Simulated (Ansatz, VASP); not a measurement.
**One calculation of C, two programs**

POSCAR

```
C
1.0
    1.2280500000     -2.1270600000      0.0000000000
    1.2280500000      2.1270600000      0.0000000000
    0.0000000000      0.0000000000      7.1732700000
C
4
Direct
    0.0833800000      0.9166200000      0.7531400000
    0.5833800000      0.4166200000      0.2468600000
    0.9166200000      0.0833800000      0.2468600000
    0.4166200000      0.5833800000      0.7531400000
```

File INCAR.step1:

```
SYSTEM = C
PREC     = Accurate       ! precision mode
ENCUT    = 660            ! plane-wave cutoff, eV
ISMEAR   = 1              ! smearing method
SIGMA    = 0.1            ! smearing width, eV
LREAL    = .FALSE.        ! projectors in reciprocal space
LASPH    = .TRUE.         ! aspherical terms in the spheres
NELM     = 120            ! most SCF steps
NBANDS   = 16             ! bands
GGA      = PE             ! functional
ALGO     = Normal         ! electronic algorithm
EDIFF    = 1E-5           ! SCF threshold, eV
LWAVE    = .TRUE.         ! write WAVECAR
LCHARG   = .FALSE.        ! write CHGCAR
GGA_COMPAT= .FALSE.
```

INCAR.step2

```
SYSTEM = C
PREC     = Accurate       ! precision mode
ENCUT    = 660            ! plane-wave cutoff, eV
EDIFF    = 1E-6           ! SCF threshold, eV
ISMEAR   = 1              ! smearing method
SIGMA    = 0.1            ! smearing width, eV
LREAL    = .FALSE.        ! projectors in reciprocal space
LASPH    = .TRUE.         ! aspherical terms in the spheres
NELM     = 120            ! most SCF steps
ALGO     = Normal         ! electronic algorithm
ISIF     = 2              ! what is computed and relaxed
LWAVE    = .FALSE.        ! write WAVECAR
LCHARG   = .TRUE.         ! write CHGCAR
METAGGA  = R2SCAN         ! meta-GGA
LMIXTAU  = .TRUE.       
LELF     = .TRUE.         ! ELF
LVHAR    = .TRUE.       
NBANDS   = 16             ! bands
ISTART   = 1            
GGA_COMPAT= .FALSE.
```

KPOINTS

```
regular mesh
0
G
  10 10 3
  0 0 0
```

Input for Ansatz:

```yaml
crystal:
  lattice:
    - [1.22805, -2.12706, 0.0]
    - [1.22805, 2.12706, 0.0]
    - [0.0, 0.0, 7.17327]
  atoms:
    - { symbol: C, position: [0.08338, 0.91662, 0.75314] }
    - { symbol: C, position: [0.58338, 0.41662, 0.24686] }
    - { symbol: C, position: [0.91662, 0.08338, 0.24686] }
    - { symbol: C, position: [0.41662, 0.58338, 0.75314] }
kpoints:
  mp_grid:
    grid: [10, 10, 3]
hamiltonian:
  xc: r2scan
scf:
  occupations:
    method: methfessel_paxton
    width: 0.1
output:
  forces: true
  stress: true
```

Alike in both runs: task single point; functional r2SCAN; k mesh 10 × 10 × 3; occupations methfessel-paxton of order 1, width 0.1 eV; no spin polarisation.

|  | VASP | Ansatz |
| --- | --- | --- |
| version | VASP 6.6.1 | Ansatz 0.2.0 |
| potentials or method | VASP PAW PBE potentials, release 64 (C) | plane waves, PAW |
| plane-wave cutoff (eV) | 660 | 500 |
| valence electrons in the cell | 16 | 16 |

Ansatz gave:

| Property | Result |
| --- | --- |
| pressure (GPa) | -0.1 |
| traceless stress, the component that is largest in VASP (GPa) | 0.12 |
| rms of the force components (eV/Å) | 0.010 |

Problem. What did VASP give for the same quantities?

Solution. Pressure (GPa): -0.1; traceless stress, the component that is largest in VASP (GPa): -0.41; rms of the force components (eV/Å): 0.009.

VASP's potentials were made for PBE, not for r2SCAN. Atom by atom the forces differ by 0.001 eV/Å (rms over components). With one functional, cell and mesh, what is left measures potentials, basis and numerics.
